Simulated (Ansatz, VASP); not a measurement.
One calculation of Pt, two programs

```xyz
1
Lattice="-0.0936 1.9122 1.9122 1.9122 -0.0936 1.9122 1.9122 1.9122 -0.0936" Properties=species:S:1:pos:R:3 pbc="T T T"
Pt    0.0000    0.0000    0.0000
```

Alike in both runs: task single point; functional PBEsol; k mesh 24 × 24 × 24; occupations gaussian, width 0.15 eV; no spin polarisation.

|  | VASP | Ansatz |
| --- | --- | --- |
| version | VASP 6.6.1 | Ansatz 0.2.0 |
| potentials or method | VASP PAW PBE potentials, release 64 (Pt), cutoff 520 eV | scalar-relativistic, plane waves, PAW |
| valence electrons in the cell | 10 | 18 |

```tsv
	VASP	Ansatz	Ansatz less VASP
gap on the k mesh at the Fermi level (eV)	none	none	-
pressure (GPa)	1.7	2.1	+0.42
traceless stress, the component that is largest in VASP (GPa)	4.20	4.20	-0.004
```

VASP's potentials were made for PBE, not for PBEsol. A gap of «none» marks a metal or a gap that the smearing closes. VASP's potentials hold 10 valence electrons a cell and Ansatz's 18, so a difference there can come from the potentials and not from the codes.

Spin-orbit coupling is off throughout.
